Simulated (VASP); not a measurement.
Write the native input for VASP 6.6.1 that does the following.

```yaml
Task: single point
Functional: r2SCAN
Potentials_or_basis: VASP PAW PBE potentials, release 64 (Ti_sv, Pt)
Cutoff: 520 eV
k_mesh: 8 × 8 × 8
Occupations: fermi-dirac, width 0.1 eV
Spin: no spin polarisation
Dipole_correction: no
Further_INCAR_settings: ALGO = Normal; EDIFF = 1e-06; NBANDS = 29
```

The system is TiPt3.

```
Ti Pt
1.0
     3.92080    0.00000    0.00000
     0.00000    3.92080    0.00000
     0.00000    0.00000    3.92080
Ti Pt
1 3
Cartesian
  0.0000 0.0000 0.0000
  0.0000 1.9604 1.9604
  1.9604 0.0000 1.9604
  1.9604 1.9604 0.0000
```

One way to write it, as run:

POSCAR

```
TiPt3
1.0
    3.9208020746      0.0000000000      0.0000000000
    0.0000000000      3.9208020746      0.0000000000
    0.0000000000      0.0000000000      3.9208020746
Ti Pt
1 3
Direct
    0.0000000000      0.0000000000      0.0000000000
    0.0000000000      0.5000000000      0.5000000000
    0.5000000000      0.0000000000      0.5000000000
    0.5000000000      0.5000000000      0.0000000000
```

INCAR.step1

```
SYSTEM = TiPt3
ALGO = Normal
EDIFF = 1E-4
ENCUT = 520
GGA = PE
ISMEAR = -1
LASPH = .True.
LCHARG = .False.
LREAL = .False.
LWAVE = .True.
NBANDS = 29
NELM = 60
PREC = Accurate
SIGMA = 0.1
```

INCAR.step2

```
SYSTEM = TiPt3
ALGO = Normal
EDIFF = 1E-6
ENCUT = 520
ISIF = 2
ISMEAR = -1
ISTART = 1
LASPH = .True.
LCHARG = .False.
LMIXTAU = .True.
LREAL = .False.
LWAVE = .False.
METAGGA = R2SCAN
NBANDS = 29
NELM = 60
PREC = Accurate
SIGMA = 0.1
```

KPOINTS

```
k-points
0
Gamma
  8 8 8
  0 0 0
```

Potentials or basis: VASP PAW PBE potentials, release 64 (Ti_sv, Pt).

The run is started by

```bash
$ cat potpaw_PBE.64/Ti_sv/POTCAR potpaw_PBE.64/Pt/POTCAR > POTCAR
$ cp INCAR.step1 INCAR
$ mpirun -np 1 vasp_std > vasp.out
$ cp INCAR.step2 INCAR
$ mpirun -np 1 vasp_std > vasp.out
```

It gave:

```json
{
 "Pressure": "0.8 GPa",
 "Band gap on the k mesh": "zero (band 21 reaches 12.90 eV, above the bottom of band 22 at 10.93 eV)"
}
```

Caveat: the PAW data sets were made with another functional, which shifts forces and pressure a little; spin-orbit coupling is left out, which moves the levels of the heavy elements.

Wall time 2.9 min on 1 thread of Intel(R) Xeon(R) Platinum 8488C (Sapphire Rapids), on a shared host, peak memory 0.2 GiB.
